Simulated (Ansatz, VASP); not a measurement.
## HC in VASP and in Ansatz

```
C H
1.0
    12.70486    0.00000    0.00000
     0.00000   13.20486    0.00000
     0.00000    0.00000   13.70486
C H
2 2
Direct
  0.47175 0.52232 0.47274
  0.53463 0.48784 0.52872
  0.41596 0.55286 0.42302
  0.59034 0.45726 0.57848
```

Alike in both runs: functional r2SCAN; dispersion rVV10; k mesh 1 × 1 × 1; occupations gaussian, width 0.005 eV; no spin polarisation.

Ansatz relaxed the structure, and its values are those at the end. VASP's run is a single point on that final structure, the one shown.

```csv
,VASP,Ansatz
version,VASP 6.6.1,Ansatz 0.2.0
potentials or method,"VASP PAW PBE potentials, release 64 (C, H)","scalar-relativistic, plane waves, PAW"
plane-wave cutoff (eV),580,500
valence electrons in the cell,10,10
```

|  | VASP | Ansatz | Ansatz less VASP |
| --- | --- | --- | --- |
| rms of the force components (eV/Å) | 0.075 | 0.002 | -0.0724 |

VASP's potentials were made for PBE, not for r2SCAN.
